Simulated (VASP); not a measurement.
Set up this calculation in VASP 6.6.1, as the native input.

```
Task                   : single point
Functional             : LDA
Potentials or basis    : VASP PAW LDA potentials, release 64 (Al, Au)
Cutoff                 : 520 eV
k mesh                 : 16 × 16 × 16
Occupations            : gaussian, width 0.15 eV
Spin                   : no spin polarisation
Dipole correction      : no
Further INCAR settings : ALGO = Fast; EDIFF = 1e-06; NBANDS = 20
```

The structure of AlAu2 lies in POSCAR:

```
AlAu2
1.0
   -1.6239524285      1.6239524285      4.4812967265
    1.6239524285     -1.6239524285      4.4812967265
    1.6239524285      1.6239524285     -4.4812967265
Al Au
1 2
Direct
    0.0000000000      0.0000000000      0.0000000000
    0.6570428093      0.6570428093      0.0000000000
    0.3429571907      0.3429571907      0.0000000000
```

This cell differs from its parent crystal: c/a of the conventional cell at fixed volume 2.7595.

These files were run (other wordings do the same):

INCAR

```
ALGO = Fast
EDIFF = 1E-6
ENCUT = 520
ISIF = 2
ISMEAR = 0
LASPH = True
LCHARG = True
LELF = True
LREAL = False
LVHAR = True
LWAVE = False
NBANDS = 20
NELM = 100
PREC = Accurate
SIGMA = 0.15
```

KPOINTS

```
k-points
0
Gamma
  16 16 16
```

Potentials or basis: VASP PAW LDA potentials, release 64 (Al, Au).

The run is started by

```bash
$ cat potpaw_LDA.64/Al/POTCAR potpaw_LDA.64/Au/POTCAR > POTCAR
$ mpirun -np 1 vasp_std > vasp.out
```

Results of the run:

```
Pressure               : -0.3 GPa
Largest force          : 0.387 eV/Å
Band gap on the k mesh : zero (an odd number of electrons rules out a gap without spin polarisation)
```

Caveat: spin-orbit coupling is left out, which moves the levels of the heavy elements.

It took 15 min on 1 thread of Intel Xeon 8259CL, with other jobs on the host, peak memory 0.43 GiB.
